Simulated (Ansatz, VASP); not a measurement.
## One calculation of NbRu3, two programs

```
Nb Ru
1.0
     3.88000    0.00000    0.00000
     0.00000    3.88000    0.00000
     0.00000    0.00000    3.91880
Nb Ru
1 3
Cartesian
  0.0000 0.0000 0.0000
  0.0000 1.9400 1.9594
  1.9400 0.0000 1.9594
  1.9400 1.9400 0.0000
```

Change from the starting cell: zz strain of +1 %.

Alike in both runs: task single point; functional LDA; k mesh 9 × 9 × 9; occupations fermi-dirac, width 0.05 eV; no spin polarisation.

|  | VASP | Ansatz |
| --- | --- | --- |
| version | VASP 6.6.1 | Ansatz 0.2.0 |
| potentials or method | VASP PAW LDA potentials, release 64 (Nb_sv, Ru_pv), cutoff 520 eV | all-electron LAPW, scalar-relativistic |

Ansatz gave:

* pressure (GPa): -13.9
* traceless stress, the component that is largest in VASP (GPa): -1.05

Problem. What did VASP give for the same quantities?

Solution. Pressure (GPa): -13.5; traceless stress, the component that is largest in VASP (GPa): -1.06.

LDA's correlation is that of Perdew and Zunger in VASP and of Perdew and Wang (1992) in Ansatz. Ansatz ran all-electron here, and VASP with PAW potentials.
